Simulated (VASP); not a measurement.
A run of VASP 6.6.1 is set up as follows.

File INCAR:

```
ALGO = Fast
EDIFF = 1E-6
ENCUT = 520
GGA = CA
ISIF = 2
ISMEAR = 0
ISPIN = 2
LASPH = T
LCHARG = F
LMAXMIX = 4
LORBIT = 11
LREAL = F
LWAVE = F
MAGMOM = 2.98 0.51 0.51 0.51
NBANDS = 34
NELM = 150
PREC = Accurate
SIGMA = 0.05
```

Contents of KPOINTS:

```
k-points
0
Gamma
  12 12 12
```

Contents of POSCAR:

```
MnNi3
1.0
    3.4563036984      0.0000000000      0.0000000000
    0.0000000000      3.4563036984      0.0000000000
    0.0000000000      0.0000000000      3.4563036984
Mn Ni
1 3
Direct
    0.0000000000      0.0000000000      0.0000000000
    0.0000000000      0.5000000000      0.5000000000
    0.5000000000      0.0000000000      0.5000000000
    0.5000000000      0.5000000000      0.0000000000
```

Potentials or basis: VASP PAW LDA potentials, release 64 (Mn_pv, Ni).

The run is started by

```console
$ cat potpaw_LDA.64/Mn_pv/POTCAR potpaw_LDA.64/Ni/POTCAR > POTCAR
$ mpirun -np 1 vasp_std > vasp.out
```

**Question.** Estimate the site moments.

**Answer.** Mn +2.71; Ni +0.38 μB.

**Question.** Predict the pressure.

**Answer.** -0.5 GPa.

**Question.** Predict the net moment.

**Answer.** 3.91 μB per cell.
